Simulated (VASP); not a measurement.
# Cs (Im-3m) in VASP: further runs

Cs is run at these levels: PBE; tasks: single point.

Program: VASP 6.6.1. These are calculated values, not measurements. Logs are shortened: lines on timing, memory, paths and dates and some standing lists are left out, and cuts for length are marked.

**1. The cell of the first run**

Symmetry: Im-3m, No. 229, cubic system. Conventional cell: a = 5.561 Å, b = 5.561 Å, c = 5.561 Å, α = 90.00°, β = 90.00°, γ = 90.00°.

**2. Single point, PBE (strain -0.080 along x and y, -0.080 along z)**

INCAR reads:

```
PREC = Accurate ; ENCUT = 520
EDIFF = 1E-6 ; ISMEAR = 0
SIGMA = 0.15 ; LREAL = False
LASPH = True ; NELM = 100
ALGO = Normal ; ISIF = 2
LWAVE = False ; LCHARG = False
GGA = PE ; NBANDS = 10
```

KPOINTS reads:

```
Automatic mesh
0
Gamma
  12 12 12
```

POSCAR reads:

```
Cs
1.0
   -2.7807000000      2.7807000000      2.7807000000
    2.7807000000     -2.7807000000      2.7807000000
    2.7807000000      2.7807000000     -2.7807000000
Cs
1
Direct
    0.0000000000      0.0000000000      0.0000000000
```

Potentials or basis: VASP PAW PBE potentials, release 64 (Cs_sv).

Command:

```bash
cat potpaw_PBE.64/Cs_sv/POTCAR > POTCAR
mpirun -np 1 vasp_std > vasp.out
```

OUTCAR:

```text
PREC = Accurate
   ENCUT = 520
   EDIFF = 1E-6
   ISMEAR = 0
   LREAL = False
   LASPH = True
   NELM = 100
   ISIF = 2
   GGA = PE

 ion  position               nearest neighbor table
   1  0.000  0.000  0.000-

  LATTYP: Found a body centered cubic cell.
 ALAT       =     5.5614000000

  Lattice vectors:

 A1 = (  -2.7807000000,   2.7807000000,   2.7807000000)
 A2 = (   2.7807000000,  -2.7807000000,   2.7807000000)
 A3 = (   2.7807000000,   2.7807000000,  -2.7807000000)

Analysis of symmetry for initial positions (statically):
=====================================================================
 Subroutine PRICEL returns:
 Original cell was already a primitive cell.

 Routine SETGRP: Setting up the symmetry group for a
 body centered cubic supercell.

 Subroutine GETGRP returns: Found 48 space group operations
 (whereof 48 operations were pure point group operations)
 out of a pool of 48 trial point group operations.

The static configuration has the point symmetry O_h .

Analysis of symmetry for dynamics (positions and initial velocities):
=====================================================================
 Subroutine PRICEL returns:
 Original cell was already a primitive cell.

 Routine SETGRP: Setting up the symmetry group for a
 body centered cubic supercell.

 Subroutine GETGRP returns: Found 48 space group operations
 (whereof 48 operations were pure point group operations)
 out of a pool of 48 trial point group operations.

The dynamic configuration has the point symmetry O_h .

 Subroutine INISYM returns: Found 48 space group operations
 (whereof 48 operations are pure point group operations),
 and found     1 'primitive' translations

----------------------------------------------------------------------------------------

                                     Primitive cell

  volume of cell :      86.0047

  direct lattice vectors                    reciprocal lattice vectors
    -2.780700000  2.780700000  2.780700000     0.000000000  0.179810839  0.179810839
     2.780700000 -2.780700000  2.780700000     0.179810839  0.000000000  0.179810839
     2.780700000  2.780700000 -2.780700000     0.179810839  0.179810839  0.000000000

  length of vectors
     4.816313681  4.816313681  4.816313681     0.254290927  0.254290927  0.254290927

  position of ions in fractional coordinates (direct lattice)
     0.000000000  0.000000000  0.000000000

  ion indices of the primitive-cell ions
   primitive index   ion index
                 1           1

----------------------------------------------------------------------------------------

 KPOINTS: Automatic mesh

Automatic generation of k-mesh.
 Grid dimensions read from file:
 generate k-points for:   12   12   12

 Generating k-lattice:

  Cartesian coordinates                     Fractional coordinates (reciprocal lattice)
     0.000000000  0.014984237  0.014984237     0.083333333  0.000000000  0.000000000
     0.014984237  0.000000000  0.014984237     0.000000000  0.083333333  0.000000000
     0.014984237  0.014984237  0.000000000     0.000000000  0.000000000  0.083333333

  Length of vectors
     0.021190911  0.021190911  0.021190911

  Shift w.r.t. Gamma in fractional coordinates (k-lattice)
     0.000000000  0.000000000  0.000000000

 Subroutine IBZKPT returns following result:
 ===========================================

 Found     72 irreducible k-points:

 Following reciprocal coordinates:
            Coordinates               Weight
  0.000000  0.000000  0.000000      1.000000
  0.083333  0.000000  0.000000     12.000000
  0.166667  0.000000  0.000000     12.000000
  0.250000  0.000000  0.000000     12.000000
  0.333333  0.000000  0.000000     12.000000
  0.416667  0.000000  0.000000     12.000000
[... 16 lines left out ...]
  0.333333  0.083333  0.083333     24.000000
  0.416667  0.083333  0.083333     12.000000
 [... further k-points ...]
   k-points           NKPTS =     72   k-points in BZ     NKDIM =     72   number of bands    NBANDS=     10
   number of dos      NEDOS =    301   number of ions     NIONS =      1
   total plane-waves  NPLWV =  46656
   dimension x,y,z NGX =    36 NGY =   36 NGZ =   36
   dimension x,y,z NGXF=    72 NGYF=   72 NGZF=   72
   ions per type =               1
   NGX,Y,Z   is equivalent  to a cutoff of  12.43, 12.43, 12.43 a.u.
   NGXF,Y,Z  is equivalent  to a cutoff of  24.85, 24.85, 24.85 a.u.
 SYSTEM =  unknown system
   PREC   = accura    normal or accurate (medium, high low for compatibility)
   ISTART =      0    job   : 0-new  1-cont  2-samecut
   ICHARG =      2    charge: 1-file 2-atom 10-const
   ISPIN  =      1    spin polarized calculation?
   LNONCOLLINEAR =      F non collinear calculations
   LSORBIT =      F    spin-orbit coupling
   LASPH  =      T    aspherical Exc in radial PAW
   ENCUT  =  520.0 eV  38.22 Ry    6.18 a.u.   8.96  8.96  8.96*2*pi/ulx,y,z
   NELM   =    100;   NELMIN=  2; NELMDL= -5     # of ELM steps
   EDIFF  = 0.1E-05   stopping-criterion for ELM
   LREAL  =      F    real-space projection
   EDIFFG = 0.1E-04   stopping-criterion for IOM
   NSW    =      0    number of steps for IOM
   IBRION =     -1    ionic relax: 0-MD 1-quasi-New 2-CG
   NFREE  =      0    steps in history (QN), initial steepest desc. (CG)
   ISIF   =      2    stress and relaxation
   ISYM   =      2    0-nonsym 1-usesym 2-fastsym
   POTIM  = 0.5000    time-step for ionic-motion
   TEBEG  =    0.0;   TEEND  =   0.0 temperature during run
   PSTRESS=    0.0 pullay stress
   NELECT =       9.0000    total number of electrons
   NUPDOWN=      -1.0000    fix difference up-down
   EMIN   =  10.00;   EMAX   =-10.00  energy-range for DOS
   EFERMI =   0.00;   METHOD = LEGACY
   ISMEAR =     0;   SIGMA  =   0.15  broadening in eV -4-tet -1-fermi 0-gaus
   EFERMI_NEDOS =   21; number of points for ismear=-14 and -15
   IALGO  =     38    algorithm
   IMIX   =      4    mixing-type and parameters
     AMIX     =   0.40;   BMIX     =  1.00
     AMIX_MAG =   1.60;   BMIX_MAG =  1.00
  volume/ion in A,a.u.               =      86.00       580.39
  Fermi-wavevector in a.u.,A,eV,Ry     =   0.771463  1.457853  8.097569  0.595155
  Thomas-Fermi vector in A             =   1.872886
   LORBIT       =      0    0 simple, 1 ext, 2 COOP (PROOUT), +10 PAW based schemes
   GGA     = PE    functional components
   LHFCALC =     F    Hartree Fock is set to
   AEXX    =    0.0000 exact exchange contribution
   IVDW    =     0    specifies the selected vdW correction
   LEPSILON=     F    determine dielectric tensor
   LRPA    =     F    only Hartree local field effects (RPA)
 non-spin polarized calculation
 Gauss-broadening in eV      SIGMA  =   0.15
  energy-cutoff  :      520.00
  volume of cell :       86.00
 maximum number of plane-waves:      2342
   NGX = 17   NGY = 17   NGZ = 17

 number of electron       9.0000002 magnetization

 Free energy of the ion-electron system (eV)
  ---------------------------------------------------
  ext. energy  EPLUGINS =         0.00000000
  ---------------------------------------------------
  free energy    TOTEN  =        -0.78016643 eV

  energy without entropy =       -0.76354231  energy(sigma->0) =       -0.77185437

 E-fermi :   1.3033     XC(G=0):  -6.1974

 val. band max:        1.2987303878   @ k =  -0.3333   0.3333   0.2500
 cond. band min:       1.3053208390   @ k =   0.1667   0.1667   0.1667
 fundamental gap:      0.0065904513
 Fermi energy:         1.3033285968

 k-point     1 :       0.0000    0.0000    0.0000
  band No.  band energies     occupation
      1     -22.4448      2.00000
      2      -9.1083      2.00000
      3      -9.1083      2.00000
      4      -9.1083      2.00000
      5      -0.6675      2.00000
      6       3.9503      0.00000
      7       3.9503      0.00000
      8       3.9503      0.00000
      9       5.0479      0.00000
     10       5.0479      0.00000

 k-point     2 :       0.0833    0.0000    0.0000
  band No.  band energies     occupation
      1     -22.4431      2.00000
      2      -9.1338      2.00000
      3      -9.1159      2.00000
      4      -9.1085      2.00000
      5      -0.5620      2.00000
      6       3.8390      0.00000
      7       3.8663      0.00000
      8       4.0574      0.00000
      9       4.8647      0.00000
     10       5.0249      0.00000

 k-point     3 :       0.1667    0.0000    0.0000
  band No.  band energies     occupation
      1     -22.4384      2.00000
      2      -9.2020      2.00000
      3      -9.1366      2.00000
      4      -9.1091      2.00000
      5      -0.2627      2.00000
      6       3.5325      0.00000
      7       3.5820      0.00000
      8       4.3744      0.00000
      9       4.7560      0.00000
     10       4.9980      0.00000

 k-point     4 :       0.2500    0.0000    0.0000
  band No.  band energies     occupation
      1     -22.4320      2.00000
      2      -9.2917      2.00000
      3      -9.1645      2.00000
      4      -9.1098      2.00000
      5       0.1779      2.00000
      6       3.0875      0.00000
      7       3.3008      0.00000
      8       4.8762      0.00000
      9       4.8887      0.00000
     10       5.0371      0.00000
[... 222 lines left out ...]
 k-point    22 :       0.2500    0.0833    0.0833
  band No.  band energies     occupation
      1     -22.4244      2.00000
      2      -9.3798      2.00000
      3      -9.1951      2.00000
      4      -9.1317      2.00000
      5       0.8486      1.99998
      6       2.6762      0.00000
      7       2.8851      0.00000
      8       5.1352      0.00000
      9       5.3454      0.00000
     10       5.7865      0.00000

 k-point    23 :       0.3333    0.0833    0.0833
  band No.  band energies     occupation
      1     -22.4202      2.00000
      2      -9.4222      2.00000
      3      -9.2248      2.00000
      4      -9.1337      2.00000
      5       1.2516      1.37438
      6       2.5444      0.00000
      7       2.7678      0.00000
      8       5.1597      0.00000
      9       5.5562      0.00000
     10       6.2974      0.00000

 k-point    24 :       0.4167    0.0833    0.0833
  band No.  band energies     occupation
      1     -22.4187      2.00000
      2      -9.4372      2.00000
      3      -9.2359      2.00000
      4      -9.1345      2.00000
      5       1.3987      0.36867
      6       2.5401      0.00000
      7       2.7285      0.00000
      8       5.0936      0.00000
      9       5.6895      0.00000
     10       6.5677      0.00000

 [... further k-points ...]

------------------------ aborting loop because EDIFF is reached ----------------------------------------

  FORCE on cell =-STRESS in cart. coord.  units (eV):
  Direction    XX          YY          ZZ          XY          YZ          ZX
  --------------------------------------------------------------------------------------
  -------------------------------------------------------------------------------------
  Total        0.5262332      0.5262332      0.5262332      0.0000000      0.0000000      0.0000000
  in kB        9.8031682      9.8031682      9.8031682      0.0000000      0.0000000      0.0000000
  external PRESSURE =       9.8031682 kB  Pullay stress =       0.0000000 kB

 VOLUME and BASIS-vectors are now :
 -----------------------------------------------------------------------------
  energy-cutoff  :      520.00
  volume of cell :       86.00
      direct lattice vectors                 reciprocal lattice vectors
    -2.780700000  2.780700000  2.780700000     0.000000000  0.179810839  0.179810839
     2.780700000 -2.780700000  2.780700000     0.179810839  0.000000000  0.179810839
     2.780700000  2.780700000 -2.780700000     0.179810839  0.179810839  0.000000000

 POSITION                                       TOTAL-FORCE (eV/Angst)
 -----------------------------------------------------------------------------------
      0.00000      0.00000      0.00000        -0.000000     -0.000000      0.000000
 -----------------------------------------------------------------------------------
    total drift:                               -0.000000     -0.000000      0.000000

  FREE ENERGIE OF THE ION-ELECTRON SYSTEM (eV)
  ---------------------------------------------------
  free  energy   TOTEN  =        -0.7801664264 eV

  energy  without entropy=       -0.7635423098  energy(sigma->0) =       -0.77185437
```

Wall time 42 s (1 thread of AMD EPYC 7R43 (Zen 3), shared host); peak memory 0.19 GiB.

Results:

* Free energy: -0.7802 eV
* Pressure: 1.0 GPa

Caveat: the cell differs from its parent crystal (strain -0.080 along x and y, -0.080 along z); spin-orbit coupling is left out, which moves the levels of the heavy elements.

**3. Single point, PBE (strain -0.040 along x and y, -0.040 along z)**

INCAR reads:

```
SYSTEM = Cs
  ALGO = Fast
  EDIFF = 1E-6
  ENCUT = 520
  GGA = PE
  ISIF = 2
  ISMEAR = 0
  LASPH = .True.
  LCHARG = .False.
  LREAL = .False.
  LWAVE = .False.
  NBANDS = 10
  NELM = 80
  PREC = Accurate
  SIGMA = 0.15
```

KPOINTS reads:

```
k-points
0
Gamma
  12 12 12
  0 0 0
```

POSCAR reads:

```
Cs
1.0
   -2.9016000000      2.9016000000      2.9016000000
    2.9016000000     -2.9016000000      2.9016000000
    2.9016000000      2.9016000000     -2.9016000000
Cs
1
Direct
    0.0000000000      0.0000000000      0.0000000000
```

Potentials or basis: VASP PAW PBE potentials, release 64 (Cs_sv).

Command:

```bash
cat potpaw_PBE.64/Cs_sv/POTCAR > POTCAR
mpirun -np 1 vasp_std > vasp.out
```

Run time: 69 s. Hardware: 1 thread of AMD EPYC 7R43 (Zen 3), shared host; peak memory 0.22 GiB.

Results (log left out):

- Free energy: -0.8322 eV
- Pressure: 0.5 GPa

Levels at points of the mesh, in eV from the Fermi level:
```tsv
k point	band 1	band 2	band 3	band 4	band 5	band 6	band 7	band 8	band 9
(0.00, 0.00, 0.00)	-23.78	-10.49	-10.49	-10.49	-1.84	2.58	2.58	2.58	3.57
(0.50, 0.00, 0.00)	-23.77	-10.73	-10.57	-10.49	-0.04	1.08	1.61	3.47	4.10
(0.50, 0.50, 0.50)	-23.76	-10.65	-10.65	-10.65	0.49	0.49	3.47	3.47	3.47
```

Caveat: the cell differs from its parent crystal (strain -0.040 along x and y, -0.040 along z); spin-orbit coupling is left out, which moves the levels of the heavy elements.

**4. Single point, PBE (strain +0.040 along x and y, +0.040 along z)**

INCAR reads:

```
SYSTEM = Cs
PREC = Accurate
ENCUT = 520
EDIFF = 1E-7
ISMEAR = 0
SIGMA = 0.15
LREAL = .False.
LASPH = .True.
NELM = 80
ALGO = Normal
ISIF = 2
LWAVE = .False.
LCHARG = .False.
GGA = PE
NBANDS = 10
```

KPOINTS reads:

```
Automatic mesh
0
Gamma
  12 12 12
  0 0 0
```

POSCAR reads:

```
Cs
1.0
   -3.1434000000      3.1434000000      3.1434000000
    3.1434000000     -3.1434000000      3.1434000000
    3.1434000000      3.1434000000     -3.1434000000
Cs
1
Direct
    0.0000000000      0.0000000000      0.0000000000
```

Command:

```bash
cat potpaw_PBE.64/Cs_sv/POTCAR > POTCAR
mpirun -np 1 vasp_std > vasp.out
```

Wall time 71 s (1 thread of AMD EPYC 7R43 (Zen 3), shared host); peak memory 0.24 GiB.

Results (log left out):

```
Free energy : -0.8547 eV
Pressure    : -0.1 GPa
```

Levels at points of the mesh, in eV from the Fermi level:
```csv
k point,band 1,band 2,band 3,band 4,band 5,band 6,band 7,band 8,band 9
"(0.00, 0.00, 0.00)",-23.90,-10.66,-10.66,-10.66,-1.60,2.45,2.45,2.45,3.25
"(0.50, 0.00, 0.00)",-23.90,-10.76,-10.69,-10.66,0.07,0.80,1.65,3.06,3.66
"(0.50, 0.50, 0.50)",-23.89,-10.73,-10.73,-10.73,0.71,0.71,2.82,2.82,2.82
```

Caveat: the cell differs from its parent crystal (strain +0.040 along x and y, +0.040 along z); spin-orbit coupling is left out, which moves the levels of the heavy elements.

[end of part 1 of 2]
